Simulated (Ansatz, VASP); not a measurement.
## CaO: VASP beside Ansatz

Contents of INCAR:

```
SYSTEM = CaO
ALGO = Normal
EDIFF = 1E-6
ENCUT = 520
GGA = PE
ISIF = 2
ISMEAR = -1
LASPH = .TRUE.
LCHARG = .TRUE.
LELF = .TRUE.
LREAL = .FALSE.
LVHAR = .TRUE.
LWAVE = .FALSE.
NBANDS = 15
NELM = 100
PREC = Accurate
SIGMA = 0.02
```

Contents of KPOINTS:

```
k-points
0
G
  10 10 10
  0 0 0
```

The input POSCAR:

```
CaO
1.0
    0.0000000000      2.2544163687      2.3975501103
    2.2544163687      0.0000000000      2.3975501103
    2.2544163687      2.2544163687      0.0000000000
Ca O
1 1
Direct
    0.0000000000      0.0000000000      0.0000000000
    0.5000000000      0.5000000000      0.5000000000
```

Input for Ansatz:

```yaml
crystal:
  lattice:
    - [0.0, 2.2544163687, 2.3975501103]
    - [2.2544163687, 0.0, 2.3975501103]
    - [2.2544163687, 2.2544163687, 0.0]
  atoms:
    - { symbol: Ca, position: [0.0, 0.0, 0.0] }
    - { symbol: O, position: [0.5, 0.5, 0.5] }
kpoints:
  mp_grid: { grid: [10, 10, 10] }
  band_path:
    path:
      - [0.0, 0.0, 0.0]
      - [0.5, 0.0, 0.5]
      - [0.625, 0.25, 0.625]
      - [0.375, 0.375, 0.75]
      - [0.5, 0.5, 0.5]
      - [0.5, 0.25, 0.75]
      - [0.0, 0.5, 0.5]
    npoints: 1
hamiltonian:
  xc: pbe
scf:
  occupations: { method: fermi_dirac, width: 0.02 }
  n_extra_bands: 4
output:
  forces: true
  stress: true
  eigenvalues: true
```

Change from the starting cell: biaxial_xy strain -6.0%.

Alike in both runs: task single point; functional PBE; k mesh 10 × 10 × 10; occupations fermi-dirac, width 0.02 eV; no spin polarisation.

```csv
,VASP,Ansatz
version,VASP 6.6.1,Ansatz 0.2.0
potentials or method,"VASP PAW PBE potentials, release 64 (Ca_sv, O)","plane waves, PAW"
plane-wave cutoff (eV),520,420
valence electrons in the cell,16,16
```

Ansatz gave:

| Quantity | Value |
| --- | --- |
| gap on the k mesh at the Fermi level (eV) | 3.45 |
| pressure (GPa) | 22.3 |
| traceless stress, the component that is largest in VASP (GPa) | -11.56 |

Question: What did VASP give for the same quantities?

Answer: gap on the k mesh at the Fermi level (eV): 3.42; pressure (GPa): 23.4; traceless stress, the component that is largest in VASP (GPa): -11.98.

The functional is the same, so the differences come from potentials, cutoffs and numerics.
